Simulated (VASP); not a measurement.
# GaSb (Immm) in VASP: a series of runs

The runs below take GaSb through single point, with PBE.

Program: VASP 6.6.1. These are calculated values, not measurements. Logs are shortened: lines on timing, memory, paths and dates and some standing lists are left out, and cuts for length are marked.

## (1) The cell of the first run

It takes space group Immm (No. 71, orthorhombic). The conventional cell has a = 3.329 Å, b = 5.189 Å, c = 5.518 Å, α = 90.00°, β = 90.00°, γ = 90.00°. Ga (site symmetry mmm) has 6 Sb at 2.59 to 3.22 Å and 2 Ga at 3.33 Å within 3.4 Å. Sb (site symmetry mmm) has 6 Ga at 2.59 to 3.22 Å and 2 Sb at 3.33 Å within 3.4 Å.

## (2) Single point, PBE

File INCAR:

```
SYSTEM = GaSb
ALGO = Normal ; EDIFF = 1E-7
ENCUT = 520 ; GGA = PE
ISIF = 2 ; ISMEAR = 0
LASPH = .True. ; LCHARG = .False.
LREAL = .False. ; LWAVE = .False.
NBANDS = 16 ; NELM = 60
PREC = Accurate ; SIGMA = 0.15
```

File KPOINTS:

```
k-points
0
Gamma
  16 16 16
  0 0 0
```

File POSCAR:

```
GaSb
1.0
   -1.6647419100      2.7590175194      2.5946538071
    1.6647419100     -2.7590175194      2.5946538071
    1.6647419100      2.7590175194     -2.5946538071
Ga Sb
1 1
Direct
    0.0000000000      0.0000000000      0.0000000000
    0.5000000000      0.5000000000      0.0000000000
```

Potentials or basis: VASP PAW PBE potentials, release 64 (Ga_d, Sb).

On the command line:

```sh
> cat potpaw_PBE.64/Ga_d/POTCAR potpaw_PBE.64/Sb/POTCAR > POTCAR
> mpirun -np 1 vasp_std > vasp.out
```

OUTCAR:

```text
SYSTEM = GaSb
   EDIFF = 1E-7
   ENCUT = 520
   GGA = PE
   ISIF = 2
   ISMEAR = 0
   LASPH = .True.
   LREAL = .False.
   NELM = 60
   PREC = Accurate

 ion  position               nearest neighbor table
   1  0.000  0.000  0.000-   2 2.59   2 2.59   2 3.22   2 3.22   2 3.22   2 3.22
   2  0.500  0.500  0.000-   1 2.59   1 2.59   1 3.22   1 3.22   1 3.22   1 3.22

  LATTYP: Found a body centered orthorhombic cell.
 ALAT       =     3.3294838200
 B/A-ratio  =     1.5585922307
 C/A-ratio  =     1.6573244794

  Lattice vectors:

 A1 = (   1.6647419100,  -2.7590175194,  -2.5946538071)
 A2 = (  -1.6647419100,  -2.7590175194,   2.5946538071)
 A3 = (  -1.6647419100,   2.7590175194,  -2.5946538071)

Analysis of symmetry for initial positions (statically):
=====================================================================
 Subroutine PRICEL returns:
 Original cell was already a primitive cell.

 Routine SETGRP: Setting up the symmetry group for a
 body centered orthorhombic supercell.

 Subroutine GETGRP returns: Found  8 space group operations
 (whereof  8 operations were pure point group operations)
 out of a pool of  8 trial point group operations.

The static configuration has the point symmetry D_2h.

Analysis of symmetry for dynamics (positions and initial velocities):
=====================================================================
 Subroutine PRICEL returns:
 Original cell was already a primitive cell.

 Routine SETGRP: Setting up the symmetry group for a
 body centered orthorhombic supercell.

 Subroutine GETGRP returns: Found  8 space group operations
 (whereof  8 operations were pure point group operations)
 out of a pool of  8 trial point group operations.

The dynamic configuration has the point symmetry D_2h.

 Subroutine INISYM returns: Found  8 space group operations
 (whereof  8 operations are pure point group operations),
 and found     1 'primitive' translations

----------------------------------------------------------------------------------------

                                     Primitive cell

  volume of cell :      47.6695

  direct lattice vectors                    reciprocal lattice vectors
    -1.664741910  2.759017519  2.594653807     0.000000000  0.181223931  0.192703936
     1.664741910 -2.759017519  2.594653807     0.300346857  0.000000000  0.192703936
     1.664741910  2.759017519 -2.594653807     0.300346857  0.181223931  0.000000000

  length of vectors
     4.137121182  4.137121182  4.137121182     0.264531510  0.356851567  0.350785330

[... 75 lines left out ...]
   LNONCOLLINEAR =      F non collinear calculations
   LSORBIT =      F    spin-orbit coupling
   LASPH  =      T    aspherical Exc in radial PAW
   ENCUT  =  520.0 eV  38.22 Ry    6.18 a.u.   7.69  7.69  7.69*2*pi/ulx,y,z
   NELM   =     60;   NELMIN=  2; NELMDL= -5     # of ELM steps
   EDIFF  = 0.1E-06   stopping-criterion for ELM
   LREAL  =      F    real-space projection
   EDIFFG = 0.1E-05   stopping-criterion for IOM
   NSW    =      0    number of steps for IOM
   IBRION =     -1    ionic relax: 0-MD 1-quasi-New 2-CG
   NFREE  =      0    steps in history (QN), initial steepest desc. (CG)
   ISIF   =      2    stress and relaxation
   ISYM   =      2    0-nonsym 1-usesym 2-fastsym
   POTIM  = 0.5000    time-step for ionic-motion
   TEBEG  =    0.0;   TEEND  =   0.0 temperature during run
   PSTRESS=    0.0 pullay stress
   NELECT =      18.0000    total number of electrons
   NUPDOWN=      -1.0000    fix difference up-down
   EMIN   =  10.00;   EMAX   =-10.00  energy-range for DOS
   EFERMI =   0.00;   METHOD = LEGACY
   ISMEAR =     0;   SIGMA  =   0.15  broadening in eV -4-tet -1-fermi 0-gaus
   EFERMI_NEDOS =   21; number of points for ismear=-14 and -15
   IALGO  =     38    algorithm
   IMIX   =      4    mixing-type and parameters
     AMIX     =   0.40;   BMIX     =  1.00
     AMIX_MAG =   1.60;   BMIX_MAG =  1.00
  volume/ion in A,a.u.               =      23.83       160.84
  Fermi-wavevector in a.u.,A,eV,Ry     =   1.183274  2.236064 19.050033  1.400138
  Thomas-Fermi vector in A             =   2.319512
   LORBIT       =      0    0 simple, 1 ext, 2 COOP (PROOUT), +10 PAW based schemes
   GGA     = PE    functional components
   LHFCALC =     F    Hartree Fock is set to
   AEXX    =    0.0000 exact exchange contribution
   IVDW    =     0    specifies the selected vdW correction
   LEPSILON=     F    determine dielectric tensor
   LRPA    =     F    only Hartree local field effects (RPA)
 non-spin polarized calculation
 Gauss-broadening in eV      SIGMA  =   0.15
  energy-cutoff  :      520.00
  volume of cell :       47.67
 maximum number of plane-waves:      1305
   NGX = 15   NGY = 15   NGZ = 15

 number of electron      18.0000004 magnetization

 Free energy of the ion-electron system (eV)
  ---------------------------------------------------
  ext. energy  EPLUGINS =         0.00000000
  ---------------------------------------------------
  free energy    TOTEN  =        -6.65803597 eV

  energy without entropy =       -6.64739837  energy(sigma->0) =       -6.65271717

 E-fermi :   6.7242     XC(G=0): -10.2750

 val. band max:        6.7233663279   @ k =  -0.1875   0.1875   0.1875
 cond. band min:       6.7263226743   @ k =   0.4375  -0.3750   0.1875
 fundamental gap:      0.0029563464
 Fermi energy:         6.7242045272

 k-point     1 :       0.0000    0.0000    0.0000
  band No.  band energies     occupation
      1      -8.4254      2.00000
      2      -8.3377      2.00000
      3      -8.3293      2.00000
      4      -8.3048      2.00000
      5      -8.3007      2.00000
      6      -5.3439      2.00000
[... 433 lines left out ...]
      3      -8.3276      2.00000
      4      -8.3061      2.00000
      5      -8.3017      2.00000
      6      -5.2052      2.00000
[... 8 lines left out ...]
     15      16.0104      0.00000
     16      16.2027      0.00000

 [... further k-points ...]
[... 5 lines left out ...]
  --------------------------------------------------------------------------------------
  -------------------------------------------------------------------------------------
  Total       -1.1744087     -1.2058093      5.8382111      0.0000000      0.0000000      0.0000000
  in kB      -39.4719921    -40.5273723    196.2228568      0.0000000      0.0000000      0.0000000
  external PRESSURE =      38.7411641 kB  Pullay stress =       0.0000000 kB

 VOLUME and BASIS-vectors are now :
 -----------------------------------------------------------------------------
  energy-cutoff  :      520.00
  volume of cell :       47.67
      direct lattice vectors                 reciprocal lattice vectors
    -1.664741910  2.759017519  2.594653807     0.000000000  0.181223931  0.192703936
     1.664741910 -2.759017519  2.594653807     0.300346857  0.000000000  0.192703936
     1.664741910  2.759017519 -2.594653807     0.300346857  0.181223931  0.000000000

 POSITION                                       TOTAL-FORCE (eV/Angst)
 -----------------------------------------------------------------------------------
      0.00000      0.00000      0.00000        -0.000000      0.000000      0.000000
      0.00000      0.00000      2.59465         0.000000     -0.000000     -0.000000
 -----------------------------------------------------------------------------------
    total drift:                               -0.000000      0.000000      0.000000

  FREE ENERGIE OF THE ION-ELECTRON SYSTEM (eV)
  ---------------------------------------------------
  free  energy   TOTEN  =        -6.6580359723 eV

  energy  without entropy=       -6.6473983654  energy(sigma->0) =       -6.65271717
```

OSZICAR:

```text
N       E                     dE             d eps       ncg     rms          rms(c)
DAV:   1     0.790521560950E+02    0.79052E+02   -0.86114E+03 20296   0.148E+03
DAV:   2    -0.957523732531E+00   -0.80010E+02   -0.77183E+02 23368   0.301E+02
DAV:   3    -0.659789020722E+01   -0.56404E+01   -0.56157E+01 24176   0.619E+01
DAV:   4    -0.668926195017E+01   -0.91372E-01   -0.91357E-01 24680   0.870E+00
DAV:   5    -0.669135470674E+01   -0.20928E-02   -0.20927E-02 25864   0.118E+00    0.264E+00
DAV:   6    -0.666412518306E+01    0.27230E-01   -0.46880E-02 26000   0.360E+00    0.150E+00
DAV:   7    -0.665813657222E+01    0.59886E-02   -0.17192E-02 26712   0.131E+00    0.304E-01
DAV:   8    -0.665802648778E+01    0.11008E-03   -0.25182E-03 25416   0.611E-01    0.439E-02
DAV:   9    -0.665803839250E+01   -0.11905E-04   -0.18090E-04 24920   0.116E-01    0.232E-02
DAV:  10    -0.665803535981E+01    0.30327E-05   -0.11117E-05 25624   0.308E-02    0.720E-03
DAV:  11    -0.665803641925E+01   -0.10594E-05   -0.18295E-06 25128   0.143E-02    0.368E-03
DAV:  12    -0.665803602378E+01    0.39547E-06   -0.15012E-07 19112   0.552E-03    0.556E-04
DAV:  13    -0.665803597233E+01    0.51454E-07   -0.22625E-08 14112   0.179E-03
   1 F= -.66580360E+01 E0= -.66527172E+01  d E =-.106376E-01
```

It took 11 min on 1 thread of AMD EPYC 7R13, shared host; peak memory 0.55 GiB.

Results:

```yaml
Free_energy: -6.6580 eV
Pressure: 3.9 GPa
Band_gap_on_the_k_mesh: zero (band 9 reaches 9.56 eV, above the bottom of band 10 at 3.69 eV)
```

Stress tensor (GPa, compression positive):
```
-3.95  0.00  0.00
 0.00 -4.05  0.00
 0.00  0.00 19.62
```

Caveat: the cell differs from its parent crystal (strain +e along x and -e along y -0.0133, strain +e along z and -e/2 along x and y -0.1000); spin-orbit coupling is left out, which moves the levels of the heavy elements.

## (3) Single point, PBE

File INCAR:

```
ALGO = Normal
EDIFF = 1E-7
ENCUT = 520
GGA = PE
ISIF = 2
ISMEAR = 0
LASPH = T
LCHARG = F
LREAL = F
LWAVE = F
NBANDS = 16
NELM = 100
PREC = Accurate
SIGMA = 0.15
```

File KPOINTS:

```
k-points
0
Gamma
  16 16 16
```

File POSCAR:

```
GaSb
1.0
   -1.7074564222      2.6899966729      2.5946538071
    1.7074564222     -2.6899966729      2.5946538071
    1.7074564222      2.6899966729     -2.5946538071
Ga Sb
1 1
Direct
    0.0000000000      0.0000000000      0.0000000000
    0.5000000000      0.5000000000      0.0000000000
```

Potentials or basis: VASP PAW PBE potentials, release 64 (Ga_d, Sb).

On the command line:

```sh
> cat potpaw_PBE.64/Ga_d/POTCAR potpaw_PBE.64/Sb/POTCAR > POTCAR
> mpirun -np 1 vasp_std > vasp.out
```

Wall time 14 min (1 thread of AMD EPYC 7R13, shared host); peak memory 0.55 GiB.

It converged, with:

```
Free energy            : -6.6580 eV
Pressure               : 3.9 GPa
Band gap on the k mesh : zero (band 9 reaches 9.54 eV, above the bottom of band 10 at 3.75 eV)
```

Stress tensor (GPa, compression positive):
```
-4.19  0.00  0.00
 0.00 -3.88  0.00
 0.00  0.00 19.73
```

Levels at points of the mesh, in eV from the Fermi level:
| k point | band 7 | band 8 | band 9 | band 10 | band 11 | band 12 |
| --- | --- | --- | --- | --- | --- | --- |
| (0.00, 0.00, 0.00) | -2.28 | -1.85 | -0.81 | 3.63 | 3.84 | 5.63 |
| (0.50, 0.00, 0.00) | -8.13 | 0.43 | 2.11 | 2.77 | 3.27 | 3.46 |
| (0.00, 0.50, 0.00) | -6.69 | -2.09 | -0.69 | -0.57 | 0.70 | 4.29 |
| (0.50, 0.50, 0.00) | -5.14 | -2.82 | -2.61 | -1.04 | 3.07 | 3.46 |
| (0.50, 0.50, 0.50) | -5.50 | -5.18 | -4.84 | 0.82 | 4.90 | 9.00 |

Caveat: the cell differs from its parent crystal (strain +e along x and -e along y +0.0133, strain +e along z and -e/2 along x and y -0.1000); spin-orbit coupling is left out, which moves the levels of the heavy elements.

## (4) Single point, PBE

File INCAR:

```
PREC = Accurate
ENCUT = 520
EDIFF = 1E-6
ISMEAR = 0
SIGMA = 0.15
LREAL = False
LASPH = True
NELM = 100
ALGO = Normal
ISIF = 2
LWAVE = False
LCHARG = False
GGA = PE
NBANDS = 16
```

File KPOINTS:

```
Automatic mesh
0
Gamma
  16 16 16
```

File POSCAR:

```
GaSb
1.0
   -1.7503315153      2.6207163496      2.5946538071
    1.7503315153     -2.6207163496      2.5946538071
    1.7503315153      2.6207163496     -2.5946538071
Ga Sb
1 1
Direct
    0.0000000000      0.0000000000      0.0000000000
    0.5000000000      0.5000000000      0.0000000000
```

On the command line:

```sh
> cat potpaw_PBE.64/Ga_d/POTCAR potpaw_PBE.64/Sb/POTCAR > POTCAR
> mpirun -np 1 vasp_std > vasp.out
```

Run time: 14 min. Hardware: 1 thread of AMD EPYC 7R13, shared host; peak memory 0.55 GiB.

The run converged. Its results:

| Item | Value |
| --- | --- |
| Free energy | -6.6540 eV |
| Pressure | 4.0 GPa |
| Band gap on the k mesh | zero (band 9 reaches 9.16 eV, above the bottom of band 10 at 3.85 eV) |

Stress tensor (GPa, compression positive):
```
-4.25  0.00  0.00
 0.00 -3.43  0.00
 0.00  0.00 19.78
```

Levels at points of the mesh, in eV from the Fermi level:
| k point | band 5 | band 6 | band 7 | band 8 | band 9 | band 10 | band 11 | band 12 | band 13 | band 14 |
| --- | --- | --- | --- | --- | --- | --- | --- | --- | --- | --- |
| (0.00, 0.00, 0.00) | -15.01 | -12.04 | -2.07 | -1.50 | -0.69 | 3.31 | 4.03 | 5.62 | 5.66 | 8.53 |
| (0.50, 0.00, 0.00) | -15.00 | -10.24 | -8.07 | 0.64 | 2.34 | 2.35 | 3.48 | 3.61 | 4.33 | 7.08 |
| (0.00, 0.50, 0.00) | -14.99 | -8.96 | -6.81 | -1.79 | -0.70 | -0.34 | 0.70 | 4.20 | 4.70 | 10.72 |
| (0.50, 0.50, 0.00) | -14.99 | -9.19 | -5.14 | -2.87 | -2.72 | -1.06 | 3.44 | 3.49 | 7.06 | 7.59 |
| (0.50, 0.50, 0.50) | -14.99 | -8.73 | -5.41 | -5.17 | -4.71 | 0.30 | 4.44 | 8.80 | 9.90 | 12.07 |

Caveat: the cell differs from its parent crystal (strain +e along x and -e along y +0.0400, strain +e along z and -e/2 along x and y -0.1000); spin-orbit coupling is left out, which moves the levels of the heavy elements.

## (5) Single point, PBE

This run uses another cell than the first one, of the same volume but with other edges.

File INCAR:

```
  PREC = Accurate
  ENCUT = 520
  EDIFF = 1E-7
  ISMEAR = 0
  SIGMA = 0.15
  LREAL = False
  LASPH = True
  NELM = 100
  ALGO = Normal
  ISIF = 2
  LWAVE = False
  LCHARG = False
  GGA = PE
  NBANDS = 16
```

File KPOINTS:

```
regular mesh
0
Gamma
  16 16 16
```

File POSCAR:

```
GaSb
1.0
   -1.4612859439      2.5688209764      3.1712435421
    1.4612859439     -2.5688209764      3.1712435421
    1.4612859439      2.5688209764     -3.1712435421
Ga Sb
1 1
Direct
    0.0000000000      0.0000000000      0.0000000000
    0.5000000000      0.5000000000      0.0000000000
```

On the command line:

```sh
> cat potpaw_PBE.64/Ga_d/POTCAR potpaw_PBE.64/Sb/POTCAR > POTCAR
> mpirun -np 1 vasp_std > vasp.out
```

It took 14 min on 1 thread of AMD EPYC 7R13, shared host; peak memory 0.55 GiB.

Results (log left out):

```
Free energy            : -6.7309 eV
Pressure               : 3.6 GPa
Band gap on the k mesh : zero (band 9 reaches 9.12 eV, above the bottom of band 10 at 4.19 eV)
```

Stress tensor (GPa, compression positive):
```
10.50  0.00  0.00
 0.00  6.84  0.00
 0.00  0.00 -6.60
```

Levels at points of the mesh, in eV from the Fermi level:
| k point | band 7 | band 8 | band 9 | band 10 | band 11 | band 12 |
| --- | --- | --- | --- | --- | --- | --- |
| (0.00, 0.00, 0.00) | -3.86 | -3.29 | -1.19 | 3.27 | 3.35 | 6.42 |
| (0.50, 0.00, 0.00) | -8.33 | -1.29 | 0.31 | 2.30 | 3.06 | 6.38 |
| (0.00, 0.50, 0.00) | -6.09 | -1.49 | -0.21 | -0.02 | 1.27 | 2.02 |
| (0.50, 0.50, 0.00) | -5.30 | -3.21 | -2.95 | -0.87 | 3.33 | 4.93 |
| (0.50, 0.50, 0.50) | -5.80 | -5.18 | -4.97 | 4.96 | 7.27 | 8.61 |

Caveat: the cell differs from its parent crystal (strain +e along x and -e along y -0.0400, strain +e along z and -e/2 along x and y +0.1000); spin-orbit coupling is left out, which moves the levels of the heavy elements.

## (6) Summary

```csv
cell,gap on the mesh (eV),pressure (GPa)
"a = 4.137 Å, angles 132.5, 96.3, 102.3°, 2 atoms",none,3.9
"a = 4.109 Å, angles 130.9, 98.2, 101.7°, 2 atoms",none,3.9
"a = 4.082 Å, angles 129.2, 100.1, 101.1°, 2 atoms",none,4.0
"a = 4.335 Å, angles 140.6, 107.3, 86.0°, 2 atoms",none,3.6
```

Alike in all rows: task single point; level PBE; potentials or basis VASP PAW PBE potentials, release 64 (Ga_d, Sb); no spin polarisation; k mesh 16 × 16 × 16; cutoff (eV) 520; smearing gaussian 0.15 eV.

Caveats: spin-orbit coupling is left out, which moves the levels of the heavy elements.

Absolute energies hang on the potentials; compare differences alone.
